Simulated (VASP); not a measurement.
A run of VASP 6.6.1 is set up as follows.

The input INCAR:

```
SYSTEM = C
PREC = Accurate ; ENCUT = 520
EDIFF = 1E-6 ; ISMEAR = 0
SIGMA = 0.1 ; LREAL = .FALSE.
LASPH = .TRUE. ; NELM = 150
ALGO = Normal ; ISIF = 2
LWAVE = .FALSE. ; LCHARG = .FALSE.
ISPIN = 2 ; MAGMOM = 1 1 1 1 1 1 1 1 1 1
LORBIT = 11 ; GGA = PE
NBANDS = 35
```

File KPOINTS:

```
regular mesh
0
G
  6 6 1
  0 0 0
```

The input POSCAR:

```
C
1.0
    2.5165596678      0.0000000000      0.0000000000
   -1.2582798339      2.1794046025      0.0000000000
    0.0000000000      0.0000000000     18.0655892131
C
10
Direct
    0.3333333333      0.6666666667      0.5450288790
    0.6666666667      0.3333333333      0.0450288790
    0.0000000000      0.0000000000      0.7500000000
    0.3333333333      0.6666666667      0.9549711210
    0.0000000000      0.0000000000      0.2500000000
    0.6666666667      0.3333333333      0.4549711210
    0.3333333333      0.6666666667      0.7500000000
    0.0000000000      0.0000000000      0.5000000000
    0.6666666667      0.3333333333      0.2500000000
    0.0000000000      0.0000000000      0.0000000000
```

Potentials or basis: VASP PAW PBE potentials, release 64 (C).

The run is started by

```bash
$ cat potpaw_PBE.64/C/POTCAR > POTCAR
$ mpirun -np 1 vasp_std > vasp.out
```

Q: Estimate the pressure.

A: 0.4 GPa.

Q: Estimate the net moment.

A: 0.08 μB per cell.

Q: Predict the largest force.

A: 0.043 eV/Å.

Forces on the atoms (eV/Å):
```
C    0.000  0.000  0.043
C    0.000  0.000  0.043
C    0.000  0.000  0.000
C    0.000  0.000 -0.043
C    0.000  0.000  0.000
C    0.000  0.000 -0.043
C    0.000  0.000  0.000
C    0.000  0.000  0.000
C    0.000  0.000  0.000
C    0.000  0.000  0.000
```

Caveat: the k points lie up to 0.48 Å⁻¹ apart; this functional lacks dispersion, which binds the layers, so the pressure and a relaxed spacing across them are unreliable.
